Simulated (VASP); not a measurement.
A run of VASP 6.6.1 is set up as follows.

POSCAR

```
HfN
1.0
    0.0000000000      2.1970369847      2.1970369847
    2.1970369847      0.0000000000      2.1970369847
    2.1970369847      2.1970369847      0.0000000000
Hf N
1 1
Direct
    0.0000000000      0.0000000000      0.0000000000
    0.5000000000      0.5000000000      0.5000000000
```

File INCAR.step1:

```
SYSTEM = HfN
PREC = Accurate
ENCUT = 520
ISMEAR = 0
SIGMA = 0.1
LREAL = .FALSE.
LASPH = .TRUE.
NELM = 100
NBANDS = 14
GGA = PE
ALGO = Normal
EDIFF = 1E-4
LWAVE = .TRUE.
LCHARG = .FALSE.
```

Contents of INCAR.step2:

```
SYSTEM = HfN
PREC = Accurate
ENCUT = 520
EDIFF = 1E-6
ISMEAR = 0
SIGMA = 0.1
LREAL = .FALSE.
LASPH = .TRUE.
NELM = 100
ALGO = Normal
ISIF = 2
LWAVE = .FALSE.
LCHARG = .FALSE.
METAGGA = R2SCAN
LMIXTAU = .TRUE.
NBANDS = 14
ISTART = 1
```

KPOINTS

```
Automatic mesh
0
G
  16 16 16
  0 0 0
```

Potentials or basis: VASP PAW PBE potentials, release 64 (Hf_pv, N).

Run with:

```sh
$ cat potpaw_PBE.64/Hf_pv/POTCAR potpaw_PBE.64/N/POTCAR > POTCAR
$ cp INCAR.step1 INCAR
$ mpirun -np 1 vasp_std > vasp.out
$ cp INCAR.step2 INCAR
$ mpirun -np 1 vasp_std > vasp.out
```

Problem. Estimate the pressure.

Solution. 27.2 GPa.

Problem. Estimate the band gap on the k mesh.

Solution. Zero (an odd number of electrons rules out a gap without spin polarisation).

Caveat: the cell stands under pressure; the PAW data sets were made with another functional, which shifts forces and pressure a little; spin-orbit coupling is left out, which moves the levels of the heavy elements; an odd number of electrons without spin polarisation forces a metal; a magnetic or distorted state may lie lower.
